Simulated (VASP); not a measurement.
# Sn2TeO2 (I4/mmm) in VASP: a series of runs

Runs on Sn2TeO2. Level: PBE. Tasks: single point, relaxation of cell and atoms.

Program: VASP 6.6.1. These are calculated values, not measurements. Logs are shortened: lines on timing, memory, paths and dates and some standing lists are left out, and cuts for length are marked.

## Step 1: The cell of the first run

The structure is tetragonal, space group I4/mmm (No. 139). Conventional cell: a = 3.796 Å, b = 3.796 Å, c = 12.975 Å, α = 90.00°, β = 90.00°, γ = 90.00°. Sn (site symmetry 4mm) has 4 O at 2.25 Å within 3.0 Å. Te (site symmetry 4/mmm) has 10 Sn at 3.37 to 4.44 Å and 8 O at 3.76 Å and 4 Te at 3.80 Å within 4.5 Å. O (site symmetry -4m2) has 4 Sn at 2.25 Å and 4 O at 2.68 Å within 3.0 Å.

The cell was built from a structure type or drawn by symmetry, and may not be a known phase.

## Step 2: Single point, PBE

The input, INCAR:

```
SYSTEM = Sn2TeO2
ALGO     = Normal         ! electronic algorithm
EDIFF    = 1E-6           ! SCF threshold, eV
ENCUT    = 520            ! plane-wave cutoff, eV
GGA      = PE             ! functional
ISIF     = 2              ! what is computed and relaxed
ISMEAR   = 0              ! smearing method
LASPH    = .True.         ! aspherical terms in the spheres
LCHARG   = .False.        ! write CHGCAR
LREAL    = .False.        ! projectors in reciprocal space
LWAVE    = .False.        ! write WAVECAR
NBANDS   = 31             ! bands
NELM     = 100            ! most SCF steps
PREC     = Accurate       ! precision mode
SIGMA    = 0.1            ! smearing width, eV
```

The input, KPOINTS:

```
k-points
0
Gamma
  6 6 6
  0 0 0
```

The input, POSCAR:

```
Sn2TeO2
1.0
   -1.8978964216      1.8978964216      6.4875565416
    1.8978964216     -1.8978964216      6.4875565416
    1.8978964216      1.8978964216     -6.4875565416
Sn Te O
2 1 2
Direct
    0.6575520659      0.6575520659      0.0000000000
    0.3424479341      0.3424479341      0.0000000000
    0.0000000000      0.0000000000      0.0000000000
    0.2500000000      0.7500000000      0.5000000000
    0.7500000000      0.2500000000      0.5000000000
```

Potentials or basis: VASP PAW PBE potentials, release 64 (Sn_d, Te, O).

Command:

```bash
cat potpaw_PBE.64/Sn_d/POTCAR potpaw_PBE.64/Te/POTCAR potpaw_PBE.64/O/POTCAR > POTCAR
mpirun -np 1 vasp_std > vasp.out
```

OUTCAR:

```text
SYSTEM = Sn2TeO2
   EDIFF = 1E-6
   ENCUT = 520
   GGA = PE
   ISIF = 2
   ISMEAR = 0
   LASPH = .True.
   LREAL = .False.
   NELM = 100
   PREC = Accurate

 ion  position               nearest neighbor table
   1  0.658  0.658  0.000-   4 2.25   5 2.25   4 2.25   5 2.25   3 3.37   3 3.37   3 3.37   3 3.37
                             2 3.60   2 3.60   2 3.60   2 3.60
   2  0.342  0.342  0.000-   4 2.25   5 2.25   4 2.25   5 2.25   3 3.37   3 3.37   3 3.37   3 3.37
                             1 3.60   1 3.60   1 3.60   1 3.60
   3  0.000  0.000  0.000-   1 3.37   1 3.37   1 3.37   2 3.37   1 3.37   2 3.37   2 3.37   2 3.37

   4  0.250  0.750  0.500-   2 2.25   1 2.25   2 2.25   1 2.25
   5  0.750  0.250  0.500-   2 2.25   1 2.25   2 2.25   1 2.25

  LATTYP: Found a body centered tetragonal cell.
 ALAT       =     3.7957928432
 C/A-ratio  =     3.4182879886

  Lattice vectors:

 A1 = (  -1.8978964216,   1.8978964216,   6.4875565416)
 A2 = (   1.8978964216,  -1.8978964216,   6.4875565416)
 A3 = (   1.8978964216,   1.8978964216,  -6.4875565416)

Analysis of symmetry for initial positions (statically):
=====================================================================
 Subroutine PRICEL returns:
 Original cell was already a primitive cell.

 Routine SETGRP: Setting up the symmetry group for a
 body centered tetragonal supercell.

 Subroutine GETGRP returns: Found 16 space group operations
 (whereof 16 operations were pure point group operations)
 out of a pool of 16 trial point group operations.

The static configuration has the point symmetry D_4h.

Analysis of symmetry for dynamics (positions and initial velocities):
=====================================================================
 Subroutine PRICEL returns:
 Original cell was already a primitive cell.

 Routine SETGRP: Setting up the symmetry group for a
 body centered tetragonal supercell.

 Subroutine GETGRP returns: Found 16 space group operations
 (whereof 16 operations were pure point group operations)
 out of a pool of 16 trial point group operations.

The dynamic configuration has the point symmetry D_4h.

 Subroutine INISYM returns: Found 16 space group operations
 (whereof 16 operations are pure point group operations),
 and found     1 'primitive' translations

----------------------------------------------------------------------------------------

                                     Primitive cell

  volume of cell :      93.4730

  direct lattice vectors                    reciprocal lattice vectors
    -1.897896422  1.897896422  6.487556542     0.000000000  0.263449572  0.077070619
     1.897896422 -1.897896422  6.487556542     0.263449572  0.000000000  0.077070619
     1.897896422  1.897896422 -6.487556542     0.263449572  0.263449572  0.000000000

  length of vectors
     7.020855470  7.020855470  7.020855470     0.274491452  0.274491452  0.372573958

  position of ions in fractional coordinates (direct lattice)
     0.657552066  0.657552066  0.000000000
     0.342447934  0.342447934  0.000000000
     0.000000000  0.000000000  0.000000000
     0.250000000  0.750000000  0.500000000
     0.750000000  0.250000000  0.500000000

  ion indices of the primitive-cell ions
   primitive index   ion index
                 1           1
                 2           2
                 3           3
                 4           4
                 5           5

----------------------------------------------------------------------------------------

 KPOINTS: k-points

Automatic generation of k-mesh.
 Grid dimensions read from file:
 generate k-points for:    6    6    6

 Generating k-lattice:

  Cartesian coordinates                     Fractional coordinates (reciprocal lattice)
     0.000000000  0.043908262  0.012845103     0.166666667 -0.000000000  0.000000000
     0.043908262  0.000000000  0.012845103    -0.000000000  0.166666667  0.000000000
     0.043908262  0.043908262  0.000000000     0.000000000  0.000000000  0.166666667

  Length of vectors
     0.045748575  0.045748575  0.062095660

  Shift w.r.t. Gamma in fractional coordinates (k-lattice)
     0.000000000  0.000000000  0.000000000

 Subroutine IBZKPT returns following result:
 ===========================================

 Found     30 irreducible k-points:

 Following reciprocal coordinates:
            Coordinates               Weight
  0.000000  0.000000  0.000000      1.000000
  0.166667 -0.000000  0.000000      8.000000
  0.333333 -0.000000  0.000000      8.000000
  0.500000  0.000000  0.000000      4.000000
  0.166667  0.166667  0.000000      8.000000
  0.333333  0.166667  0.000000     16.000000
[... 16 lines left out ...]
 -0.333333 -0.333333  0.166667      8.000000
 -0.166667 -0.333333  0.166667      8.000000
 [... further k-points ...]
   k-points           NKPTS =     30   k-points in BZ     NKDIM =     30   number of bands    NBANDS=     31
   number of dos      NEDOS =    301   number of ions     NIONS =      5
[... 33 lines left out ...]
   IALGO  =     38    algorithm
   IMIX   =      4    mixing-type and parameters
     AMIX     =   0.40;   BMIX     =  1.00
     AMIX_MAG =   1.60;   BMIX_MAG =  1.00
  volume/ion in A,a.u.               =      18.69       126.16
  Fermi-wavevector in a.u.,A,eV,Ry     =   1.292504  2.442479 22.729455  1.670568
  Thomas-Fermi vector in A             =   2.424208
   LORBIT       =      0    0 simple, 1 ext, 2 COOP (PROOUT), +10 PAW based schemes
   GGA     = PE    functional components
   LHFCALC =     F    Hartree Fock is set to
   AEXX    =    0.0000 exact exchange contribution
   IVDW    =     0    specifies the selected vdW correction
   LEPSILON=     F    determine dielectric tensor
   LRPA    =     F    only Hartree local field effects (RPA)
 non-spin polarized calculation
 Gauss-broadening in eV      SIGMA  =   0.10
  energy-cutoff  :      520.00
  volume of cell :       93.47
 maximum number of plane-waves:      2531
 NGX is ok and might be reduce to    54
   NGX = 27   NGY = 27   NGZ = 27

 number of electron      46.0000008 magnetization

 Free energy of the ion-electron system (eV)
  ---------------------------------------------------
  ext. energy  EPLUGINS =         0.00000000
  ---------------------------------------------------
  free energy    TOTEN  =       -25.39144356 eV

  energy without entropy =      -25.38416649  energy(sigma->0) =      -25.38780503

 E-fermi :   7.6091     XC(G=0): -10.5463

 val. band max:        7.6019711765   @ k =  -0.1667   0.1667   0.0000
 cond. band min:       7.6164236398   @ k =  -0.3333  -0.3333   0.1667
 fundamental gap:      0.0144524633
 Fermi energy:         7.6090880197

 k-point     1 :       0.0000    0.0000    0.0000
  band No.  band energies     occupation
      1     -14.2290      2.00000
      2     -13.8959      2.00000
      3     -13.8841      2.00000
      4     -13.8841      2.00000
      5     -13.8496      2.00000
      6     -13.8340      2.00000
[... 23 lines left out ...]
     30      13.4348      0.00000
     31      13.4348      0.00000

 k-point     2 :       0.1667   -0.0000    0.0000
  band No.  band energies     occupation
      1     -14.2200      2.00000
      2     -13.9091      2.00000
      3     -13.8830      2.00000
      4     -13.8820      2.00000
      5     -13.8690      2.00000
      6     -13.8447      2.00000
[... 23 lines left out ...]
     30      13.7010      0.00000
     31      13.8576      0.00000

 k-point     3 :       0.3333   -0.0000    0.0000
  band No.  band energies     occupation
      1     -14.1950      2.00000
      2     -14.0391      2.00000
      3     -13.8800      2.00000
      4     -13.8744      2.00000
      5     -13.8618      2.00000
      6     -13.8617      2.00000
[... 23 lines left out ...]
     30      14.0862      0.00000
     31      14.5076      0.00000

 k-point     4 :       0.5000    0.0000    0.0000
  band No.  band energies     occupation
      1     -14.1430      2.00000
      2     -14.1408      2.00000
      3     -13.8746      2.00000
      4     -13.8735      2.00000
      5     -13.8649      2.00000
      6     -13.8645      2.00000
[... 635 lines left out ...]
     30      13.8037      0.00000
     31      14.1012      0.00000

 k-point    23 :      -0.3333   -0.3333    0.1667
  band No.  band energies     occupation
      1     -14.2143      2.00000
      2     -13.9548      2.00000
      3     -13.8837      2.00000
      4     -13.8792      2.00000
      5     -13.8772      2.00000
      6     -13.8402      2.00000
[... 23 lines left out ...]
     30      13.9665      0.00000
     31      14.2888      0.00000

 k-point    24 :      -0.1667   -0.3333    0.1667
  band No.  band energies     occupation
      1     -14.2202      2.00000
      2     -13.9082      2.00000
      3     -13.8842      2.00000
      4     -13.8837      2.00000
      5     -13.8681      2.00000
      6     -13.8454      2.00000
[... 23 lines left out ...]
     30      13.6748      0.00000
     31      14.2694      0.00000

 [... further k-points ...]
[... 5 lines left out ...]
  --------------------------------------------------------------------------------------
  -------------------------------------------------------------------------------------
  Total        0.0563299      0.0563299      0.1593699      0.0000000     -0.0000000     -0.0000000
  in kB        0.9655245      0.9655245      2.7316858      0.0000000     -0.0000000     -0.0000000
  external PRESSURE =       1.5542449 kB  Pullay stress =       0.0000000 kB

 VOLUME and BASIS-vectors are now :
 -----------------------------------------------------------------------------
  energy-cutoff  :      520.00
  volume of cell :       93.47
      direct lattice vectors                 reciprocal lattice vectors
    -1.897896422  1.897896422  6.487556542     0.000000000  0.263449572  0.077070619
     1.897896422 -1.897896422  6.487556542     0.263449572  0.000000000  0.077070619
     1.897896422  1.897896422 -6.487556542     0.263449572  0.263449572  0.000000000

 POSITION                                       TOTAL-FORCE (eV/Angst)
 -----------------------------------------------------------------------------------
      0.00000      0.00000      8.53181         0.000000      0.000000     -0.076564
      0.00000      0.00000      4.44330         0.000000      0.000000      0.076564
      0.00000      0.00000      0.00000        -0.000000     -0.000000      0.000000
      1.89790      0.00000      3.24378        -0.000000     -0.000000     -0.000000
      0.00000      1.89790      3.24378        -0.000000     -0.000000      0.000000
 -----------------------------------------------------------------------------------
    total drift:                               -0.000000     -0.000000      0.000000

  FREE ENERGIE OF THE ION-ELECTRON SYSTEM (eV)
  ---------------------------------------------------
  free  energy   TOTEN  =       -25.3914435617 eV

  energy  without entropy=      -25.3841664942  energy(sigma->0) =      -25.38780503
```

It took 8 min on 1 thread of Oxide Virtual Turin-like, shared host; peak memory 0.39 GiB.

What came out:

```yaml
Free_energy: -25.3914 eV
Pressure: 0.2 GPa
Largest_force: 0.077 eV/Å
Band_gap_on_the_k_mesh: zero (bands 23 and 24 overlap by 1.77 eV)
```

Forces in eV/Å, atoms in the order of the input:
```
Sn   0.000  0.000 -0.077
Sn   0.000  0.000  0.077
Te   0.000  0.000  0.000
O    0.000  0.000  0.000
O    0.000  0.000  0.000
```

Levels at points of the mesh, in eV from the Fermi level:
| k point | band 19 | band 20 | band 21 | band 22 | band 23 | band 24 | band 25 | band 26 | band 27 | band 28 |
| --- | --- | --- | --- | --- | --- | --- | --- | --- | --- | --- |
| (0.00, 0.00, 0.00) | -2.77 | -2.77 | -2.42 | -0.67 | -0.67 | 0.70 | 2.05 | 5.10 | 5.17 | 5.65 |
| (0.50, 0.00, 0.00) | -4.41 | -4.40 | -1.78 | -1.66 | 0.36 | 1.01 | 3.46 | 4.77 | 5.37 | 5.62 |
| (0.50, 0.50, 0.00) | -3.04 | -2.70 | -2.11 | -2.11 | -2.07 | -1.05 | 1.24 | 3.41 | 4.37 | 4.61 |
| (0.50, 0.50, 0.50) | -2.75 | -2.75 | -0.77 | -0.41 | -0.41 | 0.53 | 2.97 | 3.88 | 3.88 | 4.01 |

Caveat: spin-orbit coupling is left out, which moves the levels of the heavy elements.

## Step 3: Single point, PBE

This run uses another cell than the first one, of 21.43 Å³/atom.

The input, INCAR:

```
PREC = Accurate ; ENCUT = 520
EDIFF = 1E-7 ; ISMEAR = 0
SIGMA = 0.1 ; LREAL = F
LASPH = T ; NELM = 60
ALGO = Normal ; ISIF = 2
LWAVE = F ; LCHARG = F
GGA = PE ; NBANDS = 31
```

The input, KPOINTS:

```
regular mesh
0
Gamma
  6 6 6
```

The input, POSCAR:

```
Sn2TeO2
1.0
   -2.2460865800      2.2460865800      5.3105672100
    2.2460865800     -2.2460865800      5.3105672100
    2.2460865800      2.2460865800     -5.3105672100
Sn Te O
2 1 2
Direct
    0.6328116700      0.6328116700      0.0000000000
    0.3671883300      0.3671883300      0.0000000000
    0.0000000000      0.0000000000      0.0000000000
    0.2500000000      0.7500000000      0.5000000000
    0.7500000000      0.2500000000      0.5000000000
```

Potentials or basis: VASP PAW PBE potentials, release 64 (Sn_d, Te, O).

Command:

```bash
cat potpaw_PBE.64/Sn_d/POTCAR potpaw_PBE.64/Te/POTCAR potpaw_PBE.64/O/POTCAR > POTCAR
mpirun -np 1 vasp_std > vasp.out
```

It took 5.8 min on 1 thread of Oxide Virtual Turin-like, shared host; peak memory 0.34 GiB.

It converged, with:

```yaml
Free_energy: -22.2588 eV
Pressure: -9.6 GPa
Largest_force: 3.274 eV/Å
Band_gap_on_the_k_mesh: zero (bands 23 and 24 overlap by 0.64 eV)
```

Forces on the atoms (eV/Å):
```
Sn   0.000  0.000  3.274
Sn   0.000  0.000 -3.274
Te   0.000  0.000  0.000
O    0.000  0.000  0.000
O    0.000  0.000  0.000
```

Stress tensor (GPa, compression positive):
```
-13.32   0.00   0.00
  0.00 -13.32   0.00
  0.00   0.00  -2.12
```

Levels at points of the mesh, in eV from the Fermi level:
```
           k point  band 21  band 22  band 23  band 24  band 25  band 26
(0.00, 0.00, 0.00)    -1.35    -1.35    -1.07     0.35     0.46     4.80
(0.50, 0.00, 0.00)    -0.39    -0.30    -0.09     0.33     2.26     2.31
(0.50, 0.50, 0.00)    -1.19    -1.14    -0.59     0.55     2.42     3.81
(0.50, 0.50, 0.50)    -1.55    -0.58    -0.58     0.61     1.87     4.18
```

Caveat: the cell stands under tension; semilocal functionals underestimate gaps, so a narrow gap can read as zero; spin-orbit coupling is left out, which moves the levels of the heavy elements; forces of over 1 eV/Å act on the atoms, so gaps and moduli don't describe the material at rest.

## Step 4: Relaxation of cell and atoms, PBE

This run uses another cell than the first one, of 21.43 Å³/atom.

The input, INCAR:

```
SYSTEM = Sn2TeO2
PREC = Accurate
ENCUT = 600
EDIFF = 1E-6
ISMEAR = 0
SIGMA = 0.1
LREAL = .FALSE.
LASPH = .TRUE.
NELM = 80
ALGO = Normal
ISIF = 3
LWAVE = .FALSE.
LCHARG = .FALSE.
GGA = PE
IBRION = 2
NSW = 90
EDIFFG = -0.04
```

The input, KPOINTS:

```
regular mesh
0
G
  6 6 6
  0 0 0
```

POSCAR is that of step 3.

Command:

```bash
cat potpaw_PBE.64/Sn_d/POTCAR potpaw_PBE.64/Te/POTCAR potpaw_PBE.64/O/POTCAR > POTCAR
mpirun -np 1 vasp_std > vasp.out
```

Wall time 30 min (1 thread of Oxide Virtual Turin-like, shared host); peak memory 0.42 GiB.

It converged, with:

- Free energy: -25.3980 eV
- Relaxed volume: 18.63 Å³/atom
- Relaxed cell: a = 6.991 Å, b = 6.991 Å, c = 6.991 Å, α = 148.47°, β = 148.47°, γ = 45.20°
- Space group after relaxing (to 0.1 Å): I4/mmm (No. 139)
- Energy gained by relaxing: 627.4 meV/atom
- Ionic steps: 12
- Pressure after relaxing: 0.0 GPa
- Largest force after relaxing: 0.011 eV/Å
- Band gap on the k mesh: zero (bands 23 and 24 overlap by 1.74 eV)

Forces in eV/Å, atoms in the order of the input:
```
Sn   0.000  0.000 -0.011
Sn   0.000  0.000  0.011
Te   0.000  0.000  0.000
O    0.000  0.000  0.000
O    0.000  0.000  0.000
```

Stress tensor (GPa, compression positive):
```
-0.10  0.00  0.00
 0.00 -0.10  0.00
 0.00  0.00  0.10
```

The path:
| step | energy change (eV) | largest force (eV/Å) | pressure (GPa) | volume (Å³) |
| --- | --- | --- | --- | --- |
| 1 | 0.0000 | 3.2741 | -9.67 | 107.17 |
| 2 | -1.7479 | 1.0068 | 1.46 | 88.16 |
| 3 | -1.8042 | 0.2977 | 6.38 | 84.68 |
| 4 | -2.5154 | 1.2392 | 6.81 | 86.63 |
| 5 | -2.3320 | 4.0140 | 14.64 | 88.21 |
| 6 | -2.6432 | 2.7520 | 9.91 | 87.69 |
| 7 | -3.0742 | 0.9829 | 0.79 | 95.47 |
| 8 | -3.0809 | 0.7181 | -0.28 | 96.59 |
| 9 | -3.1034 | 0.5741 | -0.25 | 95.81 |
| 10 | -3.1361 | 0.1105 | -0.05 | 93.47 |
| 11 | -3.1365 | 0.0527 | -0.03 | 93.17 |
| 12 | -3.1371 | 0.0114 | -0.04 | 93.17 |

Final structure:
```yaml
crystal:
  lattice:
    - [-1.89968, 1.89968, 6.45454]
    - [1.89968, -1.89968, 6.45454]
    - [1.89968, 1.89968, -6.45454]
  atoms:
    - { symbol: Sn, position: [0.65700, 0.65700, 0.00000] }
    - { symbol: Sn, position: [0.34300, 0.34300, 0.00000] }
    - { symbol: Te, position: [0.00000, 0.00000, 0.00000] }
    - { symbol: O, position: [0.25000, 0.75000, 0.50000] }
    - { symbol: O, position: [0.75000, 0.25000, 0.50000] }
```

Levels at points of the mesh, in eV from the Fermi level:
```csv
k point,band 19,band 20,band 21,band 22,band 23,band 24,band 25,band 26,band 27
"(0.00, 0.00, 0.00)",-2.74,-2.74,-2.37,-0.70,-0.70,0.70,2.02,5.09,5.23
"(0.50, 0.00, 0.00)",-4.38,-4.37,-1.75,-1.63,0.34,1.05,3.50,4.73,5.38
"(0.50, 0.50, 0.00)",-3.07,-2.68,-2.09,-2.09,-2.06,-1.03,1.26,3.44,4.64
"(0.50, 0.50, 0.50)",-2.72,-2.72,-0.78,-0.42,-0.42,0.56,2.99,3.89,3.89
```

Caveat: spin-orbit coupling is left out, which moves the levels of the heavy elements.

## Step 5: The runs side by side

```csv
task,cell,cutoff (eV),gap on the mesh (eV),pressure (GPa),largest force (eV/Å)
single point,"a = 7.021 Å, angles 148.6, 148.6, 45.0°, 5 atoms, atomic positions A",520,none,0.2,0.08
single point,"a = 6.188 Å, angles 137.4, 137.4, 61.8°, 5 atoms, atomic positions B",520,none,-9.6,3.27
relaxation of cell and atoms,"relaxed from a = 6.188 Å, angles 137.4, 137.4, 61.8°, 5 atoms, atomic positions B",600,none,0.0,0.01
```

Alike in all rows: level PBE; potentials or basis VASP PAW PBE potentials, release 64 (Sn_d, Te, O); no spin polarisation; k mesh 6 × 6 × 6; smearing gaussian 0.1 eV.

Caveats: spin-orbit coupling is left out, which moves the levels of the heavy elements; the cell stands under tension (at least some runs); semilocal functionals underestimate gaps, so a narrow gap can read as zero (at least some runs); forces of over 1 eV/Å act on the atoms, so gaps and moduli don't describe the material at rest (at least some runs).

Total energies depend on the potentials used, so only differences within one code and one set of settings carry meaning.
